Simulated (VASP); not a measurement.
# Al3GaN4 (P-42m) in VASP: a series of runs

Runs on Al3GaN4. Level: PBEsol. Tasks: single point.

Everything below comes from runs of VASP 6.6.1. Logs are shortened: lines on timing, memory, paths and dates and some standing lists are left out, and cuts for length are marked.

## (1) The cell of the first run

Symmetry: P-42m, No. 111, tetragonal system. Conventional cell: a = 4.148 Å, b = 4.148 Å, c = 4.976 Å, α = 90.00°, β = 90.00°, γ = 90.00°. Al (site symmetry -42m) has 4 N at 1.92 Å within 2.5 Å. Within 2.5 Å of Al (site symmetry 222) lie 4 N at 1.91 Å. Ga (site symmetry -42m) has 4 N at 1.96 Å within 2.6 Å. N (site symmetry m) has 3 Al at 1.91 to 1.92 Å and 1 Ga at 1.96 Å within 2.5 Å.

## (2) Single point, PBEsol (volume 10.700 Å^3 an atom, c/a of the conventional cell 1.1996)

INCAR reads:

```
SYSTEM = Al3GaN4
  PREC = Accurate
  ENCUT = 520
  EDIFF = 1E-6
  ISMEAR = 0
  SIGMA = 0.05
  LREAL = .False.
  LASPH = .True.
  NELM = 100
  ALGO = Normal
  ISIF = 2
  LWAVE = .False.
  LCHARG = .False.
  GGA = PS
  NBANDS = 31
```

KPOINTS reads:

```
regular mesh
0
Gamma
  6 6 6
  0 0 0
```

POSCAR reads:

```
Al3GaN4
1.0
    4.1477181458      0.0000000000      0.0000000000
    0.0000000000      4.1477181458      0.0000000000
    0.0000000000      0.0000000000      4.9756026877
Al Ga N
3 1 4
Direct
    0.5000000000      0.5000000000      0.0000000000
    0.5000000000      0.0000000000      0.5000000000
    0.0000000000      0.5000000000      0.5000000000
    0.0000000000      0.0000000000      0.0000000000
    0.7447140287      0.7447140287      0.2552859713
    0.7447140287      0.2552859713      0.7447140287
    0.2552859713      0.7447140287      0.7447140287
    0.2552859713      0.2552859713      0.2552859713
```

Potentials or basis: VASP PAW PBE potentials, release 64 (Al, Ga_d, N).

The run is started by

```
> cat potpaw_PBE.64/Al/POTCAR potpaw_PBE.64/Ga_d/POTCAR potpaw_PBE.64/N/POTCAR > POTCAR
> mpirun -np 1 vasp_std > vasp.out
```

OUTCAR:

```text
SYSTEM = Al3GaN4
   PREC = Accurate
   ENCUT = 520
   EDIFF = 1E-6
   ISMEAR = 0
   LREAL = .False.
   LASPH = .True.
   NELM = 100
   ISIF = 2
   GGA = PS

 ion  position               nearest neighbor table
   1  0.500  0.500  0.000-   5 1.92   6 1.92   7 1.92   8 1.92   4 2.93   4 2.93   4 2.93   4 2.93
                             3 3.24   2 3.24   3 3.24   2 3.24   3 3.24   2 3.24   3 3.24   2 3.24
   2  0.500  0.000  0.500-   5 1.91   6 1.91   7 1.91   8 1.91   3 2.93   3 2.93   3 2.93   3 2.93
                             1 3.24   1 3.24   1 3.24   1 3.24
   3  0.000  0.500  0.500-   5 1.91   6 1.91   7 1.91   8 1.91   2 2.93   2 2.93   2 2.93   2 2.93
                             1 3.24   1 3.24   1 3.24   1 3.24
   4  0.000  0.000  0.000-   5 1.96   6 1.96   7 1.96   8 1.96   1 2.93   1 2.93   1 2.93   1 2.93

   5  0.745  0.745  0.255-   2 1.91   3 1.91   1 1.92   4 1.96
   6  0.745  0.255  0.745-   2 1.91   3 1.91   1 1.92   4 1.96
   7  0.255  0.745  0.745-   2 1.91   3 1.91   1 1.92   4 1.96
   8  0.255  0.255  0.255-   2 1.91   3 1.91   1 1.92   4 1.96

  LATTYP: Found a simple tetragonal cell.
 ALAT       =     4.1477181458
 C/A-ratio  =     1.1996000000

  Lattice vectors:

 A1 = (   4.1477181458,   0.0000000000,   0.0000000000)
 A2 = (   0.0000000000,   4.1477181458,   0.0000000000)
 A3 = (   0.0000000000,   0.0000000000,   4.9756026877)

Analysis of symmetry for initial positions (statically):
=====================================================================
 Subroutine PRICEL returns:
 Original cell was already a primitive cell.

 Routine SETGRP: Setting up the symmetry group for a
 simple tetragonal supercell.

 Subroutine GETGRP returns: Found  8 space group operations
 (whereof  8 operations were pure point group operations)
 out of a pool of 16 trial point group operations.

The static configuration has the point symmetry D_2d.

Analysis of symmetry for dynamics (positions and initial velocities):
=====================================================================
 Subroutine PRICEL returns:
 Original cell was already a primitive cell.

 Routine SETGRP: Setting up the symmetry group for a
 simple tetragonal supercell.

 Subroutine GETGRP returns: Found  8 space group operations
 (whereof  8 operations were pure point group operations)
 out of a pool of 16 trial point group operations.

The dynamic configuration has the point symmetry D_2d.

 Subroutine INISYM returns: Found  8 space group operations
 (whereof  8 operations are pure point group operations),
 and found     1 'primitive' translations

----------------------------------------------------------------------------------------

                                     Primitive cell

  volume of cell :      85.5981

  direct lattice vectors                    reciprocal lattice vectors
     4.147718146  0.000000000  0.000000000     0.241096421  0.000000000  0.000000000
     0.000000000  4.147718146  0.000000000     0.000000000  0.241096421  0.000000000
     0.000000000  0.000000000  4.975602688     0.000000000  0.000000000  0.200980678

  length of vectors
     4.147718146  4.147718146  4.975602688     0.241096421  0.241096421  0.200980678

  position of ions in fractional coordinates (direct lattice)
     0.500000000  0.500000000  0.000000000
     0.500000000  0.000000000  0.500000000
     0.000000000  0.500000000  0.500000000
     0.000000000  0.000000000  0.000000000
     0.744714029  0.744714029  0.255285971
     0.744714029  0.255285971  0.744714029
     0.255285971  0.744714029  0.744714029
     0.255285971  0.255285971  0.255285971

  ion indices of the primitive-cell ions
   primitive index   ion index
                 1           1
                 2           2
                 3           3
                 4           4
                 5           5
                 6           6
                 7           7
                 8           8

----------------------------------------------------------------------------------------

 KPOINTS: regular mesh

Automatic generation of k-mesh.
 Grid dimensions read from file:
 generate k-points for:    6    6    6

 Generating k-lattice:

  Cartesian coordinates                     Fractional coordinates (reciprocal lattice)
     0.040182737  0.000000000  0.000000000     0.166666667  0.000000000  0.000000000
     0.000000000  0.040182737  0.000000000     0.000000000  0.166666667  0.000000000
     0.000000000  0.000000000  0.033496780     0.000000000  0.000000000  0.166666667

  Length of vectors
     0.040182737  0.040182737  0.033496780

  Shift w.r.t. Gamma in fractional coordinates (k-lattice)
     0.000000000  0.000000000  0.000000000

 Subroutine IBZKPT returns following result:
 ===========================================

 Found     40 irreducible k-points:

 Following reciprocal coordinates:
            Coordinates               Weight
  0.000000  0.000000  0.000000      1.000000
  0.166667  0.000000  0.000000      4.000000
  0.333333  0.000000  0.000000      4.000000
  0.500000  0.000000  0.000000      2.000000
  0.166667  0.166667  0.000000      4.000000
  0.333333  0.166667  0.000000      8.000000
[... 16 lines left out ...]
  0.333333  0.000000  0.333333      8.000000
  0.500000  0.000000  0.333333      4.000000
 [... further k-points ...]
   k-points           NKPTS =     40   k-points in BZ     NKDIM =     40   number of bands    NBANDS=     31
   number of dos      NEDOS =    301   number of ions     NIONS =      8
   total plane-waves  NPLWV =  40960
   dimension x,y,z NGX =    32 NGY =   32 NGZ =   40
   dimension x,y,z NGXF=    64 NGYF=   64 NGZF=   80
   ions per type =               3   1   4
   NGX,Y,Z   is equivalent  to a cutoff of  12.83, 12.83, 13.36 a.u.
   NGXF,Y,Z  is equivalent  to a cutoff of  25.65, 25.65, 26.73 a.u.
 SYSTEM =  Al3GaN4
   PREC   = accura    normal or accurate (medium, high low for compatibility)
   ISTART =      0    job   : 0-new  1-cont  2-samecut
   ICHARG =      2    charge: 1-file 2-atom 10-const
   ISPIN  =      1    spin polarized calculation?
   LNONCOLLINEAR =      F non collinear calculations
   LSORBIT =      F    spin-orbit coupling
   LASPH  =      T    aspherical Exc in radial PAW
   ENCUT  =  520.0 eV  38.22 Ry    6.18 a.u.   7.71  7.71  9.25*2*pi/ulx,y,z
   NELM   =    100;   NELMIN=  2; NELMDL= -5     # of ELM steps
   EDIFF  = 0.1E-05   stopping-criterion for ELM
   LREAL  =      F    real-space projection
   EDIFFG = 0.1E-04   stopping-criterion for IOM
   NSW    =      0    number of steps for IOM
   IBRION =     -1    ionic relax: 0-MD 1-quasi-New 2-CG
   NFREE  =      0    steps in history (QN), initial steepest desc. (CG)
   ISIF   =      2    stress and relaxation
   ISYM   =      2    0-nonsym 1-usesym 2-fastsym
   POTIM  = 0.5000    time-step for ionic-motion
   TEBEG  =    0.0;   TEEND  =   0.0 temperature during run
   PSTRESS=    0.0 pullay stress
   NELECT =      42.0000    total number of electrons
   NUPDOWN=      -1.0000    fix difference up-down
   EMIN   =  10.00;   EMAX   =-10.00  energy-range for DOS
   EFERMI =   0.00;   METHOD = LEGACY
   ISMEAR =     0;   SIGMA  =   0.05  broadening in eV -4-tet -1-fermi 0-gaus
   EFERMI_NEDOS =   21; number of points for ismear=-14 and -15
   IALGO  =     38    algorithm
   IMIX   =      4    mixing-type and parameters
     AMIX     =   0.40;   BMIX     =  1.00
     AMIX_MAG =   1.60;   BMIX_MAG =  1.00
  volume/ion in A,a.u.               =      10.70        72.21
  Fermi-wavevector in a.u.,A,eV,Ry     =   1.291229  2.440069 22.684610  1.667272
  Thomas-Fermi vector in A             =   2.423012
   LORBIT       =      0    0 simple, 1 ext, 2 COOP (PROOUT), +10 PAW based schemes
   GGA     = PS    functional components
   LHFCALC =     F    Hartree Fock is set to
   AEXX    =    0.0000 exact exchange contribution
   IVDW    =     0    specifies the selected vdW correction
   LEPSILON=     F    determine dielectric tensor
   LRPA    =     F    only Hartree local field effects (RPA)
 non-spin polarized calculation
 Gauss-broadening in eV      SIGMA  =   0.05
  energy-cutoff  :      520.00
  volume of cell :       85.60
 maximum number of plane-waves:      2324
 NGX is ok and might be reduce to    32
   NGX = 15   NGY = 15   NGZ = 19

 number of electron      41.9999988 magnetization

 Free energy of the ion-electron system (eV)
  ---------------------------------------------------
  ext. energy  EPLUGINS =         0.00000000
  ---------------------------------------------------
  free energy    TOTEN  =       -58.88335904 eV

  energy without entropy =      -58.88335904  energy(sigma->0) =      -58.88335904

 E-fermi :   6.4327     XC(G=0): -11.3553

 val. band max:        6.2194875050   @ k =   0.3333   0.3333   0.0000
 cond. band min:       8.8264313925   @ k =   0.0000   0.0000   0.0000
 fundamental gap:      2.6069438875
 Fermi energy:         6.4326849674

 k-point     1 :       0.0000    0.0000    0.0000
  band No.  band energies     occupation
      1      -9.4634      2.00000
      2      -7.8739      2.00000
      3      -7.6868      2.00000
      4      -7.6868      2.00000
      5      -7.1126      2.00000
      6      -7.0257      2.00000
[... 23 lines left out ...]
     30      17.4086      0.00000
     31      17.4106      0.00000

 k-point     2 :       0.1667    0.0000    0.0000
  band No.  band energies     occupation
      1      -9.3176      2.00000
      2      -7.8718      2.00000
      3      -7.7244      2.00000
      4      -7.7019      2.00000
      5      -7.1072      2.00000
      6      -7.0203      2.00000
[... 23 lines left out ...]
     30      16.7355      0.00000
     31      17.0036      0.00000

 k-point     3 :       0.3333    0.0000    0.0000
  band No.  band energies     occupation
      1      -8.9118      2.00000
      2      -7.8947      2.00000
      3      -7.8651      2.00000
      4      -7.7341      2.00000
      5      -7.0948      2.00000
      6      -7.0020      2.00000
[... 23 lines left out ...]
     30      16.3083      0.00000
     31      16.9338      0.00000

 k-point     4 :       0.5000    0.0000    0.0000
  band No.  band energies     occupation
      1      -8.4537      2.00000
      2      -8.2354      2.00000
      3      -7.8596      2.00000
      4      -7.7520      2.00000
      5      -7.0865      2.00000
      6      -6.9692      2.00000
[... 23 lines left out ...]
     30      16.2923      0.00000
     31      16.5545      0.00000

 k-point     5 :       0.1667    0.1667    0.0000
  band No.  band energies     occupation
      1      -9.1789      2.00000
      2      -7.8663      2.00000
      3      -7.7686      2.00000
      4      -7.7073      2.00000
      5      -7.1019      2.00000
      6      -7.0148      2.00000
[... 23 lines left out ...]
     30      16.5448      0.00000
     31      17.8906      0.00000
[... 542 lines left out ...]
     30      15.3732      0.00000
     31      15.6844      0.00000

 k-point    22 :       0.1667    0.0000    0.3333
  band No.  band energies     occupation
      1      -8.9443      2.00000
      2      -8.1573      2.00000
      3      -7.7403      2.00000
      4      -7.6951      2.00000
      5      -7.1056      2.00000
      6      -7.0160      2.00000
[... 23 lines left out ...]
     30      15.2982      0.00000
     31      16.4547      0.00000

 k-point    23 :       0.3333    0.0000    0.3333
  band No.  band energies     occupation
      1      -8.6104      2.00000
      2      -8.0442      2.00000
      3      -7.8748      2.00000
      4      -7.6909      2.00000
      5      -7.0924      2.00000
      6      -6.9971      2.00000
[... 23 lines left out ...]
     30      15.1388      0.00000
     31      16.5612      0.00000

 k-point    24 :       0.5000    0.0000    0.3333
  band No.  band energies     occupation
      1      -8.2951      2.00000
      2      -8.0679      2.00000
      3      -7.9783      2.00000
      4      -7.6895      2.00000
      5      -7.0830      2.00000
      6      -6.9653      2.00000
[... 23 lines left out ...]
     30      15.5944      0.00000
     31      16.0510      0.00000

 [... further k-points ...]
[... 5 lines left out ...]
  --------------------------------------------------------------------------------------
  -------------------------------------------------------------------------------------
  Total        5.6508452      5.6508452    -14.6850316      0.0000000      0.0000000      0.0000000
  in kB      105.7693482    105.7693482   -274.8661767      0.0000000      0.0000000      0.0000000
  external PRESSURE =     -21.1091601 kB  Pullay stress =       0.0000000 kB

 VOLUME and BASIS-vectors are now :
 -----------------------------------------------------------------------------
  energy-cutoff  :      520.00
  volume of cell :       85.60
      direct lattice vectors                 reciprocal lattice vectors
     4.147718146  0.000000000  0.000000000     0.241096421  0.000000000  0.000000000
     0.000000000  4.147718146  0.000000000     0.000000000  0.241096421  0.000000000
     0.000000000  0.000000000  4.975602688     0.000000000  0.000000000  0.200980678

 POSITION                                       TOTAL-FORCE (eV/Angst)
 -----------------------------------------------------------------------------------
      2.07386      2.07386      0.00000         0.000000      0.000000      0.000000
      2.07386      0.00000      2.48780         0.000000      0.000000      0.000000
      0.00000      2.07386      2.48780         0.000000      0.000000      0.000000
      0.00000      0.00000      0.00000         0.000000      0.000000      0.000000
      3.08886      3.08886      1.27020        -0.053023     -0.053023     -0.130336
      3.08886      1.05885      3.70540        -0.053023      0.053023      0.130336
      1.05885      3.08886      3.70540         0.053023     -0.053023      0.130336
      1.05885      1.05885      1.27020         0.053023      0.053023     -0.130336
 -----------------------------------------------------------------------------------
    total drift:                               -0.000000     -0.000000     -0.000000

  FREE ENERGIE OF THE ION-ELECTRON SYSTEM (eV)
  ---------------------------------------------------
  free  energy   TOTEN  =       -58.8833590436 eV

  energy  without entropy=      -58.8833590436  energy(sigma->0) =      -58.88335904
```

It took 90 s on 1 thread of Intel Xeon Platinum 8259CL at 2.50GHz (Skylake/Cascade Lake), shared host; peak memory 0.24 GiB.

What came out:

```
Free energy            : -58.8834 eV
Pressure               : -2.1 GPa
Largest force          : 0.150 eV/Å
Band gap on the k mesh : 2.61 eV, indirect (least direct gap 2.73 eV)
```

Forces in eV/Å, atoms in the order of the input:
```
Al   0.000  0.000  0.000
Al   0.000  0.000  0.000
Al   0.000  0.000  0.000
Ga   0.000  0.000  0.000
N   -0.053 -0.053 -0.130
N   -0.053  0.053  0.130
N    0.053 -0.053  0.130
N    0.053  0.053 -0.130
```

Stress tensor (GPa, compression positive):
```
 10.58   0.00   0.00
  0.00  10.58   0.00
  0.00   0.00 -27.49
```

Levels at points of the mesh, in eV from the valence-band top:
| k point | band 19 | band 20 | band 21 | band 22 | band 23 | band 24 |
| --- | --- | --- | --- | --- | --- | --- |
| (0.00, 0.00, 0.00) | -1.21 | -0.12 | -0.12 | 2.61 | 2.61 | 2.66 |
| (0.50, 0.00, 0.00) | -1.99 | -1.71 | -1.52 | 4.99 | 5.14 | 6.08 |
| (0.50, 0.50, 0.00) | -0.24 | -0.15 | -0.15 | 6.71 | 6.90 | 6.90 |
| (0.00, 0.00, 0.50) | -0.96 | -0.71 | -0.71 | 4.65 | 4.65 | 4.86 |
| (0.50, 0.00, 0.50) | -1.72 | -1.51 | -1.40 | 5.70 | 6.41 | 6.49 |
| (0.50, 0.50, 0.50) | -0.27 | -0.12 | -0.12 | 3.95 | 5.04 | 5.06 |

Caveat: the PAW data sets were made with another functional, which shifts forces and pressure a little.

## (3) Single point, PBEsol (volume 10.700 Å^3 an atom, c/a of the conventional cell 1.0625)

INCAR reads:

```
SYSTEM = Al3GaN4
ALGO = Normal
EDIFF = 1E-6
ENCUT = 520
GGA = PS
ISIF = 2
ISMEAR = 0
LASPH = .True.
LCHARG = .True.
LELF = .True.
LREAL = .False.
LVHAR = .True.
LWAVE = .False.
NBANDS = 31
NELM = 100
PREC = Accurate
SIGMA = 0.05
```

KPOINTS reads:

```
k-points
0
Gamma
  6 6 6
  0 0 0
```

POSCAR: that of step 2 with these lines changed.

```diff
@@ -2,5 +2,5 @@
 1.0
-    4.1477181458      0.0000000000      0.0000000000
-    0.0000000000      4.1477181458      0.0000000000
-    0.0000000000      0.0000000000      4.9756026877
+    4.3189523186      0.0000000000      0.0000000000
+    0.0000000000      4.3189523186      0.0000000000
+    0.0000000000      0.0000000000      4.5888868385
 Al Ga N
```

Potentials or basis: VASP PAW PBE potentials, release 64 (Al, Ga_d, N).

The run is started by

```
> cat potpaw_PBE.64/Al/POTCAR potpaw_PBE.64/Ga_d/POTCAR potpaw_PBE.64/N/POTCAR > POTCAR
> mpirun -np 1 vasp_std > vasp.out
```

It took 85 s on 1 thread of Intel Xeon Platinum 8259CL at 2.50GHz (Skylake/Cascade Lake), shared host; peak memory 0.24 GiB.

The run converged. Its results:

* Free energy: -59.8563 eV
* Pressure: -0.3 GPa
* Largest force: 0.063 eV/Å
* Band gap on the k mesh: 3.10 eV, indirect (least direct gap 3.13 eV)

Forces on the atoms (eV/Å):
```
Al   0.000  0.000  0.000
Al   0.000  0.000  0.000
Al   0.000  0.000  0.000
Ga   0.000  0.000  0.000
N   -0.020 -0.020 -0.056
N   -0.020  0.020  0.056
N    0.020 -0.020  0.056
N    0.020  0.020 -0.056
```

Stress tensor (GPa, compression positive):
```
 2.76  0.00  0.00
 0.00  2.76  0.00
 0.00  0.00 -6.54
```

Levels at points of the mesh, in eV from the valence-band top:
| k point | band 18 | band 19 | band 20 | band 21 | band 22 | band 23 | band 24 | band 25 |
| --- | --- | --- | --- | --- | --- | --- | --- | --- |
| (0.00, 0.00, 0.00) | -1.78 | -0.32 | -0.03 | -0.03 | 3.10 | 3.10 | 3.29 | 3.42 |
| (0.50, 0.00, 0.00) | -1.50 | -1.39 | -1.22 | -1.12 | 5.44 | 5.53 | 6.10 | 6.14 |
| (0.50, 0.50, 0.00) | -0.68 | -0.43 | -0.38 | -0.38 | 7.23 | 7.46 | 7.46 | 7.85 |
| (0.00, 0.00, 0.50) | -1.11 | -1.11 | -0.84 | -0.84 | 5.32 | 5.33 | 5.57 | 5.57 |
| (0.50, 0.00, 0.50) | -1.11 | -0.87 | -0.81 | -0.76 | 7.03 | 7.27 | 7.32 | 7.47 |
| (0.50, 0.50, 0.50) | -0.59 | -0.47 | -0.30 | -0.30 | 5.22 | 6.61 | 6.63 | 6.63 |

Caveat: the PAW data sets were made with another functional, which shifts forces and pressure a little. A k mesh can miss the band edges.
